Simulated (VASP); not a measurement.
Here is a VASP 6.6.1 calculation.

POSCAR

```
GaN
1.0
   -0.0212960052      2.1085153689      2.1085153689
    2.1085153689     -0.0212960052      2.1085153689
    2.0872193637      2.0872193637      0.0000000000
Ga N
1 1
Direct
    0.5000000000      0.5000000000      0.5000000000
    0.0000000000      0.0000000000      0.0000000000
```

INCAR.step1

```
ALGO = Normal ; EDIFF = 1E-4
ENCUT = 520 ; GGA = PE
ISMEAR = 0 ; LASPH = T
LCHARG = F ; LREAL = F
LWAVE = T ; NBANDS = 16
NELM = 100 ; PREC = Accurate
SIGMA = 0.01
```

File INCAR.step2:

```
ALGO = Normal ; EDIFF = 1E-6
ENCUT = 520 ; ISIF = 2
ISMEAR = 0 ; ISTART = 1
LASPH = T ; LCHARG = F
LMIXTAU = T ; LREAL = F
LWAVE = F ; METAGGA = R2SCAN
NBANDS = 16 ; NELM = 100
PREC = Accurate ; SIGMA = 0.01
```

Contents of KPOINTS:

```
k-points
0
Gamma
  10 10 10
```

Potentials or basis: VASP PAW PBE potentials, release 64 (Ga_d, N).

Launch:

```console
$ cat potpaw_PBE.64/Ga_d/POTCAR potpaw_PBE.64/N/POTCAR > POTCAR
$ cp INCAR.step1 INCAR
$ mpirun -np 1 vasp_std > vasp.out
$ cp INCAR.step2 INCAR
$ mpirun -np 1 vasp_std > vasp.out
```

Q: Estimate the pressure.

A: 1.3 GPa.

Q: Estimate the band gap on the k mesh.

A: 1.07 eV (least direct gap 3.27 eV).

Stress tensor (GPa, compression positive):
```
1.39 4.73 0.00
4.73 1.39 0.00
0.00 0.00 1.24
```

Caveat: the cell differs from its parent crystal (shear xy strain -2.0%); the PAW data sets were made with another functional, which shifts forces and pressure a little. A k mesh can miss the band edges.
